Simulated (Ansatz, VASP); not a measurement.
## C: VASP beside Ansatz

Contents of POSCAR:

```
C
1.0
    0.0000000000      1.7621420721      1.7621420721
    1.7621420721      0.0000000000      1.7621420721
    1.7621420721      1.7621420721      0.0000000000
C
2
Direct
    0.0000000000      0.0000000000      0.0000000000
    0.2500000000      0.2500000000      0.2500000000
```

The input INCAR.step1:

```
PREC     = Accurate       # precision mode
ENCUT    = 660            # plane-wave cutoff, eV
ISMEAR   = 0              # smearing method
SIGMA    = 0.01           # smearing width, eV
LREAL    = False          # projectors in reciprocal space
LASPH    = True           # aspherical terms in the spheres
NELM     = 120            # most SCF steps
NBANDS   = 11             # bands
GGA      = PE             # functional
ALGO     = Normal         # electronic algorithm
EDIFF    = 1E-5           # SCF threshold, eV
LWAVE    = True           # write WAVECAR
LCHARG   = False          # write CHGCAR
GGA_COMPAT= False
```

The input INCAR.step2:

```
PREC     = Accurate       # precision mode
ENCUT    = 660            # plane-wave cutoff, eV
EDIFF    = 1E-6           # SCF threshold, eV
ISMEAR   = 0              # smearing method
SIGMA    = 0.01           # smearing width, eV
LREAL    = False          # projectors in reciprocal space
LASPH    = True           # aspherical terms in the spheres
NELM     = 120            # most SCF steps
ALGO     = Normal         # electronic algorithm
ISIF     = 2              # what is computed and relaxed
LWAVE    = False          # write WAVECAR
LCHARG   = False          # write CHGCAR
METAGGA  = R2SCAN         # meta-GGA
LMIXTAU  = True         
NBANDS   = 11             # bands
ISTART   = 1            
GGA_COMPAT= False
```

Contents of KPOINTS:

```
Automatic mesh
0
Gamma
  10 10 10
```

Input for Ansatz:

```yaml
crystal:
  lattice:
    - [0.0, 1.7621420721, 1.7621420721]
    - [1.7621420721, 0.0, 1.7621420721]
    - [1.7621420721, 1.7621420721, 0.0]
  atoms:
    - { symbol: C, position: [0.0, 0.0, 0.0] }
    - { symbol: C, position: [0.25, 0.25, 0.25] }
kpoints:
  mp_grid: { grid: [10, 10, 10] }
hamiltonian:
  xc: r2scan
scf:
  occupations: { method: fixed }
  n_extra_bands: 4
output:
  forces: true
  stress: true
  eigenvalues: true
```

Alike in both runs: task single point; functional r2SCAN; k mesh 10 × 10 × 10; no spin polarisation.

|  | VASP | Ansatz |
| --- | --- | --- |
| version | VASP 6.6.1 | Ansatz 0.2.0 |
| potentials or method | VASP PAW PBE potentials, release 64 (C) | plane waves, PAW |
| plane-wave cutoff (eV) | 660 | 500 |
| occupations | gaussian, width 0.01 eV | fixed |
| valence electrons in the cell | 8 | 8 |

VASP gave:

* gap on the k mesh at the Fermi level (eV): 4.45
* pressure (GPa): 14.7

Estimate Ansatz's values.

gap on the k mesh at the Fermi level (eV): 4.48; pressure (GPa): 14.5.

VASP's potentials were made for PBE, not for r2SCAN.
